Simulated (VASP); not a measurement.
# CaSe (Fm-3m) in VASP: further runs, part 2 of 2

VASP 6.6.1.

### 3 Single point, PBE-based screened hybrid with 5 % exact exchange

Input file POSCAR:

```
CaSe
1.0
    0.0000000000      2.9675306059      2.9675306059
    2.9675306059      0.0000000000      2.9675306059
    2.9675306059      2.9675306059      0.0000000000
Ca Se
1 1
Direct
    0.0000000000      0.0000000000      0.0000000000
    0.5000000000      0.5000000000      0.5000000000
```

Input file INCAR.step1:

```
SYSTEM = CaSe
ALGO = Normal
EDIFF = 1E-5
ENCUT = 520
GGA = PE
ISIF = 2
ISMEAR = 0
LASPH = .True.
LCHARG = .False.
LREAL = .False.
LWAVE = .True.
NBANDS = 15
NELM = 100
PREC = Accurate
SIGMA = 0.01
```

Input file INCAR.step2:

```
SYSTEM = CaSe
AEXX = 0.05
ALGO = Normal
EDIFF = 1E-6
ENCUT = 520
GGA = PE
HFSCREEN = 0.3
ISIF = 2
ISMEAR = 0
ISTART = 1
LASPH = .True.
LCHARG = .False.
LHFCALC = .True.
LREAL = .False.
LWAVE = .False.
NBANDS = 15
NELM = 100
PREC = Accurate
PRECFOCK = Normal
SIGMA = 0.01
```

Input file KPOINTS:

```
k-points
0
Gamma
  4 4 4
  0 0 0
```

Potentials or basis: VASP PAW PBE potentials, release 64 (Ca_sv, Se).

Command:

```sh
> cat potpaw_PBE.64/Ca_sv/POTCAR potpaw_PBE.64/Se/POTCAR > POTCAR
> cp INCAR.step1 INCAR
> mpirun -np 1 vasp_std > vasp.out
> cp INCAR.step2 INCAR
> mpirun -np 1 vasp_std > vasp.out
```

It took 3.6 min on 1 thread of Intel Xeon Platinum 8259CL at 2.50GHz (Skylake/Cascade Lake), shared host; peak memory 0.28 GiB.

Results (log left out):

| Quantity | Value |
| --- | --- |
| Free energy | -9.6592 eV |
| Pressure | 0.8 GPa |
| Band gap on the k mesh | 2.19 eV (least direct gap 3.13 eV) |

Levels at points of the mesh, in eV from the valence-band top:
```csv
k point,band 6,band 7,band 8,band 9,band 10,band 11
"(0.00, 0.00, 0.00)",0.00,0.00,0.00,3.43,3.90,3.90
"(0.50, 0.00, 0.00)",-3.30,-1.19,-1.19,4.63,5.69,5.74
"(0.50, 0.50, 0.00)",-2.54,-0.94,-0.94,2.19,5.15,5.25
```

Caveat: the k points lie up to 0.46 Å⁻¹ apart; the PAW data sets were made with another functional, which shifts forces and pressure a little. A k mesh can miss the band edges.

### 4 Single point, PBE-based screened hybrid with 10 % exact exchange

POSCAR is that of step 3.

Input file INCAR.step1:

```
PREC = Accurate
ENCUT = 520
EDIFF = 1E-5
ISMEAR = 0
SIGMA = 0.01
LREAL = False
LASPH = True
NELM = 60
ALGO = Normal
ISIF = 2
LWAVE = True
NBANDS = 15
GGA = PE
```

Input file INCAR.step2:

```
PREC = Accurate
ENCUT = 520
EDIFF = 1E-7
ISMEAR = 0
SIGMA = 0.01
LREAL = False
LASPH = True
NELM = 60
ALGO = Normal
ISIF = 2
LWAVE = False
LCHARG = True
GGA = PE
LHFCALC = True
AEXX = 0.1
HFSCREEN = 0.2078
PRECFOCK = Normal
LELF = True
LVHAR = True
NBANDS = 15
ISTART = 1
```

Input file KPOINTS:

```
regular mesh
0
Gamma
  4 4 4
```

Command:

```sh
> cat potpaw_PBE.64/Ca_sv/POTCAR potpaw_PBE.64/Se/POTCAR > POTCAR
> cp INCAR.step1 INCAR
> mpirun -np 1 vasp_std > vasp.out
> cp INCAR.step2 INCAR
> mpirun -np 1 vasp_std > vasp.out
```

Run time: 8.3 min. Hardware: 1 thread of Intel Xeon Platinum 8259CL at 2.50GHz (Skylake/Cascade Lake), shared host; peak memory 0.28 GiB.

The run converged. Its results:

```yaml
Free_energy: -9.9373 eV
Pressure: 0.6 GPa
Band_gap_on_the_k_mesh: 2.42 eV (least direct gap 3.39 eV)
```

Levels at points of the mesh, in eV from the valence-band top:
```csv
k point,band 6,band 7,band 8,band 9,band 10,band 11
"(0.00, 0.00, 0.00)",0.00,0.00,0.00,3.66,4.19,4.19
"(0.50, 0.00, 0.00)",-3.37,-1.20,-1.20,4.84,6.04,6.10
"(0.50, 0.50, 0.00)",-2.61,-0.97,-0.97,2.42,5.38,5.58
```

Caveat: the k points lie up to 0.46 Å⁻¹ apart; the PAW data sets were made with another functional, which shifts forces and pressure a little.

### 5 Single point, PBE-based screened hybrid with 40 % exact exchange

POSCAR is that of step 4.

Input file INCAR.step1:

```
PREC     = Accurate       # precision mode
ENCUT    = 520            # plane-wave cutoff, eV
EDIFF    = 1E-5           # SCF threshold, eV
ISMEAR   = 0              # smearing method
SIGMA    = 0.01           # smearing width, eV
LREAL    = F              # projectors in reciprocal space
LASPH    = T              # aspherical terms in the spheres
NELM     = 80             # most SCF steps
ALGO     = Normal         # electronic algorithm
ISIF     = 2              # what is computed and relaxed
LWAVE    = T              # write WAVECAR
LCHARG   = F              # write CHGCAR
NBANDS   = 15             # bands
GGA      = PE             # functional
```

Input file INCAR.step2:

```
PREC     = Accurate       # precision mode
ENCUT    = 520            # plane-wave cutoff, eV
EDIFF    = 1E-6           # SCF threshold, eV
ISMEAR   = 0              # smearing method
SIGMA    = 0.01           # smearing width, eV
LREAL    = F              # projectors in reciprocal space
LASPH    = T              # aspherical terms in the spheres
NELM     = 80             # most SCF steps
ALGO     = Normal         # electronic algorithm
ISIF     = 2              # what is computed and relaxed
LWAVE    = F              # write WAVECAR
LCHARG   = F              # write CHGCAR
GGA      = PE             # functional
LHFCALC  = T              # exact exchange
AEXX     = 0.4            # exact-exchange fraction
HFSCREEN = 0.3            # screening, 1/A
PRECFOCK = Normal       
NBANDS   = 15             # bands
ISTART   = 1
```

KPOINTS is that of step 4.

Command:

```sh
> cat potpaw_PBE.64/Ca_sv/POTCAR potpaw_PBE.64/Se/POTCAR > POTCAR
> cp INCAR.step1 INCAR
> mpirun -np 1 vasp_std > vasp.out
> cp INCAR.step2 INCAR
> mpirun -np 1 vasp_std > vasp.out
```

Run time: 6.8 min. Hardware: 1 thread of Intel Xeon Platinum 8259CL at 2.50GHz (Skylake/Cascade Lake), shared host; peak memory 0.28 GiB.

Results (log left out):

| Quantity | Value |
| --- | --- |
| Free energy | -11.1096 eV |
| Pressure | 0.1 GPa |
| Band gap on the k mesh | 3.30 eV (least direct gap 4.35 eV) |

Levels at points of the mesh, in eV from the valence-band top:
```
           k point  band 6  band 7  band 8  band 9  band 10  band 11
(0.00, 0.00, 0.00)    0.00    0.00    0.00    4.55     5.33     5.33
(0.50, 0.00, 0.00)   -3.59   -1.22   -1.22    5.62     7.48     7.66
(0.50, 0.50, 0.00)   -2.82   -1.05   -1.05    3.30     6.25     7.00
```

Caveat: the k points lie up to 0.46 Å⁻¹ apart; the PAW data sets were made with another functional, which shifts forces and pressure a little. A k mesh can miss the band edges.

### 6 Single point, HSE06

POSCAR is that of step 5.

Input file INCAR.step1:

```
SYSTEM = CaSe
PREC = Accurate ; ENCUT = 520
EDIFF = 1E-5 ; ISMEAR = 0
SIGMA = 0.01 ; LREAL = .FALSE.
LASPH = .TRUE. ; NELM = 80
ALGO = Normal ; ISIF = 2
LWAVE = .TRUE. ; LCHARG = .FALSE.
GGA = PE ; NBANDS = 15
```

Input file INCAR.step2:

```
SYSTEM = CaSe
PREC = Accurate ; ENCUT = 520
EDIFF = 1E-6 ; ISMEAR = 0
SIGMA = 0.01 ; LREAL = .FALSE.
LASPH = .TRUE. ; NELM = 80
ALGO = Normal ; ISIF = 2
LWAVE = .FALSE. ; LCHARG = .FALSE.
GGA = PE ; LHFCALC = .TRUE.
HFSCREEN = 0.2079 ; PRECFOCK = Normal
ISTART = 1 ; NBANDS = 15
```

Input file KPOINTS:

```
Automatic mesh
0
G
  4 4 4
  0 0 0
```

Potentials or basis: VASP PAW PBE potentials, release 64 (Ca_sv, Se).

Command:

```sh
> cat potpaw_PBE.64/Ca_sv/POTCAR potpaw_PBE.64/Se/POTCAR > POTCAR
> cp INCAR.step1 INCAR
> mpirun -np 1 vasp_std > vasp.out
> cp INCAR.step2 INCAR
> mpirun -np 1 vasp_std > vasp.out
```

OUTCAR:

```text
SYSTEM = CaSe
   PREC = Accurate
   ENCUT = 520
   EDIFF = 1E-6
   ISMEAR = 0
   LREAL = .FALSE.
   LASPH = .TRUE.
   NELM = 80
   ISIF = 2
   GGA = PE
   LHFCALC = .TRUE.
   HFSCREEN = 0.2079
   PRECFOCK = Normal
   ISTART = 1

 ion  position               nearest neighbor table
   1  0.000  0.000  0.000-   2 2.97   2 2.97   2 2.97   2 2.97   2 2.97   2 2.97
   2  0.500  0.500  0.500-   1 2.97   1 2.97   1 2.97   1 2.97   1 2.97   1 2.97

  LATTYP: Found a face centered cubic cell.
[... 325 lines left out ...]

  FORCE on cell =-STRESS in cart. coord.  units (eV):
  Direction    XX          YY          ZZ          XY          YZ          ZX
  --------------------------------------------------------------------------------------
  -------------------------------------------------------------------------------------
  Total        0.1092449      0.1092449      0.1092449     -0.0000000     -0.0000000      0.0000000
  in kB        3.3488540      3.3488540      3.3488540     -0.0000000     -0.0000000      0.0000000
  external PRESSURE =       3.3488540 kB  Pullay stress =       0.0000000 kB

 VOLUME and BASIS-vectors are now :
 -----------------------------------------------------------------------------
  energy-cutoff  :      520.00
  volume of cell :       52.27
      direct lattice vectors                 reciprocal lattice vectors
     0.000000000  2.967530606  2.967530606    -0.168490259  0.168490259  0.168490259
     2.967530606  0.000000000  2.967530606     0.168490259 -0.168490259  0.168490259
     2.967530606  2.967530606  0.000000000     0.168490259  0.168490259 -0.168490259

 POSITION                                       TOTAL-FORCE (eV/Angst)
 -----------------------------------------------------------------------------------
      0.00000      0.00000      0.00000         0.000000      0.000000     -0.000000
      2.96753      2.96753      2.96753        -0.000000     -0.000000      0.000000
 -----------------------------------------------------------------------------------
    total drift:                                0.000000      0.000000      0.000000

  FREE ENERGIE OF THE ION-ELECTRON SYSTEM (eV)
  ---------------------------------------------------
  free  energy   TOTEN  =       -10.6757531894 eV

  energy  without entropy=      -10.6757531894  energy(sigma->0) =      -10.67575319
```

OUTCAR.step1:

```text
SYSTEM = CaSe
   PREC = Accurate
   ENCUT = 520
   EDIFF = 1E-5
   ISMEAR = 0
   LREAL = .FALSE.
   LASPH = .TRUE.
[... 346 lines left out ...]
      0.00000      0.00000      0.00000         0.000000      0.000000     -0.000000
      2.96753      2.96753      2.96753         0.000000      0.000000      0.000000
 -----------------------------------------------------------------------------------
    total drift:                                0.000000     -0.000000     -0.000000

  FREE ENERGIE OF THE ION-ELECTRON SYSTEM (eV)
  ---------------------------------------------------
  free  energy   TOTEN  =        -9.4681407451 eV

  energy  without entropy=       -9.4681407451  energy(sigma->0) =       -9.46814075
```

Run time: 6.3 min. Hardware: 1 thread of Intel Xeon Platinum 8259CL at 2.50GHz (Skylake/Cascade Lake), shared host; peak memory 0.28 GiB.

Results:

```yaml
Free_energy: -10.6758 eV
Pressure: 0.3 GPa
Band_gap_on_the_k_mesh: 3.01 eV (least direct gap 4.04 eV)
```

Caveat: the k points lie up to 0.46 Å⁻¹ apart; the PAW data sets were made with another functional, which shifts forces and pressure a little. A k mesh can miss the band edges.

### 7 Overview

```tsv
level	share of exact exchange	screening parameter	gap on the mesh (eV)	pressure (GPa)
HSE06	0.25	0.2079 1/Å	3.01	0.3
PBE-based screened hybrid with 5 % exact exchange	0.05	0.3 1/Å	2.19	0.8
PBE-based screened hybrid with 10 % exact exchange	0.1	0.2078 1/Å	2.42	0.6
PBE-based screened hybrid with 40 % exact exchange	0.4	0.3 1/Å	3.30	0.1
```

Alike in all rows: task single point; potentials or basis VASP PAW PBE potentials, release 64 (Ca_sv, Se); no spin polarisation; cell as given; k mesh 4 × 4 × 4; cutoff (eV) 520; smearing gaussian 0.01 eV.

Caveats: all runs use coarse meshes; the PAW data sets were made with another functional, which shifts forces and pressure a little.

Total energies depend on the potentials used, so only differences within one code and one set of settings carry meaning.
